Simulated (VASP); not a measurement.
A run of VASP 6.6.1 is set up as follows.

The input POSCAR:

```
Ge
1.0
    0.0000000000      2.8367484110      2.8367484110
    2.8367484110      0.0000000000      2.8367484110
    2.8367484110      2.8367484110      0.0000000000
Ge
2
Direct
    0.5000000000      0.5000000000      0.5000000000
    0.7500000000      0.7500000000      0.7500000000
```

File INCAR.step1:

```
  PREC = Accurate
  ENCUT = 520
  ISMEAR = 0
  SIGMA = 0.05
  LREAL = False
  LASPH = True
  NELM = 80
  NBANDS = 21
  GGA = PE
  ALGO = Normal
  EDIFF = 1E-4
  LWAVE = True
  LCHARG = False
```

File INCAR.step2:

```
  PREC = Accurate
  ENCUT = 520
  EDIFF = 1E-7
  ISMEAR = 0
  SIGMA = 0.05
  LREAL = False
  LASPH = True
  NELM = 80
  ALGO = Normal
  ISIF = 2
  LWAVE = False
  LCHARG = True
  METAGGA = R2SCAN
  LMIXTAU = True
  LELF = True
  LVHAR = True
  NBANDS = 21
  ISTART = 1
```

Contents of KPOINTS:

```
Automatic mesh
0
Gamma
  12 12 12
```

Potentials or basis: VASP PAW PBE potentials, release 64 (Ge_d).

The run is started by

```console
$ cat potpaw_PBE.64/Ge_d/POTCAR > POTCAR
$ cp INCAR.step1 INCAR
$ mpirun -np 1 vasp_std > vasp.out
$ cp INCAR.step2 INCAR
$ mpirun -np 1 vasp_std > vasp.out
```

**Question.** Estimate the band gap on the k mesh.

**Answer.** 0.32 eV.

**Question.** Estimate the pressure.

**Answer.** 0.1 GPa.

Caveat: the PAW data sets were made with another functional, which shifts forces and pressure a little. A k mesh can miss the band edges.
